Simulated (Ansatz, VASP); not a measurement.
**One calculation of BP, two programs**

File POSCAR:

```
BP
1.0
    0.0000000000      2.2683156724      2.1719122563
    2.2683156724      0.0000000000      2.1719122563
    2.2683156724      2.2683156724      0.0000000000
B P
1 1
Direct
    0.0000000000      0.0000000000      0.0000000000
    0.2500000000      0.2500000000      0.2500000000
```

INCAR.step1

```
ALGO     = Normal         # electronic algorithm
EDIFF    = 1E-5           # SCF threshold, eV
ENCUT    = 520            # plane-wave cutoff, eV
GGA      = PE             # functional
ISIF     = 2              # what is computed and relaxed
ISMEAR   = 0              # smearing method
LASPH    = True           # aspherical terms in the spheres
LREAL    = False          # projectors in reciprocal space
LWAVE    = True           # write WAVECAR
NBANDS   = 11             # bands
NELM     = 100            # most SCF steps
PREC     = Accurate       # precision mode
SIGMA    = 0.01           # smearing width, eV
```

The input INCAR.step2:

```
ALGO     = Normal         # electronic algorithm
EDIFF    = 1E-6           # SCF threshold, eV
ENCUT    = 520            # plane-wave cutoff, eV
GGA      = PE             # functional
HFSCREEN = 0.2079         # screening, 1/A
ISIF     = 2              # what is computed and relaxed
ISMEAR   = 0              # smearing method
ISTART   = 1            
LASPH    = True           # aspherical terms in the spheres
LCHARG   = True           # write CHGCAR
LELF     = True           # ELF
LHFCALC  = True           # exact exchange
LREAL    = False          # projectors in reciprocal space
LVHAR    = True         
LWAVE    = False          # write WAVECAR
NBANDS   = 11             # bands
NELM     = 100            # most SCF steps
PREC     = Accurate       # precision mode
PRECFOCK = Normal       
SIGMA    = 0.01           # smearing width, eV
```

Contents of KPOINTS:

```
k-points
0
Gamma
  6 6 6
```

Input for Ansatz:

```yaml
crystal:
  lattice:
    - [0.0, 2.2683156724, 2.1719122563]
    - [2.2683156724, 0.0, 2.1719122563]
    - [2.2683156724, 2.2683156724, 0.0]
  atoms:
    - { symbol: B, position: [0.0, 0.0, 0.0] }
    - { symbol: P, position: [0.25, 0.25, 0.25] }
kpoints:
  mp_grid: { grid: [6, 6, 6] }
  band_path:
    path:
      - [0.0, 0.0, 0.0]
      - [-0.5, -0.5, 0.0]
      - [-0.375, -0.375, 0.25]
      - [-0.375, 0.0, 0.375]
      - [0.0, 0.0, 0.5]
      - [-0.5, -0.25, 0.25]
      - [0.414062, 0.414062, 0.0]
    npoints: 1
hamiltonian:
  xc: hse06
scf:
  occupations: { method: fixed }
  n_extra_bands: 4
output:
  forces: true
  stress: true
  eigenvalues: true
```

Change from the starting cell: uniaxial_z strain -4.2%.

Alike in both runs: task single point; functional HSE06; k mesh 6 × 6 × 6; no spin polarisation.

```csv
,VASP,Ansatz
version,VASP 6.6.1,Ansatz 0.2.0
potentials or method,"VASP PAW PBE potentials, release 64 (B, P)","plane waves, PAW"
plane-wave cutoff (eV),520,420
occupations,"gaussian, width 0.01 eV",fixed
valence electrons in the cell,8,8
```

|  | VASP | Ansatz | Ansatz less VASP |
| --- | --- | --- | --- |
| gap on the k mesh at the Fermi level (eV) | 1.34 | 1.35 | +0.005 |
| pressure (GPa) | 6.0 | 6.6 | +0.64 |
| traceless stress, the component that is largest in VASP (GPa) | 8.02 | 7.99 | -0.029 |

Ansatz's warnings: stress exchange threshold loose, stress scf threshold loose.
